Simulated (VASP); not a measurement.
The system is ZnRe.

```
CELL_PARAMETERS angstrom
2.74822 0.00000 0.00000
-1.37411 2.38003 0.00000
0.00000 0.00000 4.67383
ATOMIC_POSITIONS crystal
Re 0.33333 0.66667 0.50000
Zn 0.00000 0.00000 0.00000
```

Base run:

| Quantity | Value |
| --- | --- |
| Program | VASP 6.6.1 |
| Functional | PBE |
| Potentials or basis | VASP PAW PBE potentials, release 64 (Re_sv_GW, Zn) |
| Cutoff | 500 eV |
| k mesh | 9 × 9 × 5 |
| Occupations | fermi-dirac, width 0.05 eV |
| Spin | no spin polarisation |

Its results: pressure -8.5 GPa.

Question: The run is repeated on the same cell with these changes: potentials or basis from VASP PAW PBE potentials, release 64 (Re_sv_GW, Zn) to VASP PAW PBE potentials, release 64 (Re, Zn); cutoff from 500 eV to 520 eV; further incar settings from ALGO = Normal; EDIFF = 1e-06; NBANDS = 20 to ALGO = Fast; EDIFF = 1e-06; NBANDS = 16; valence electrons from 27 to 19. What comes out?

Answer: Pressure -7.9 GPa.
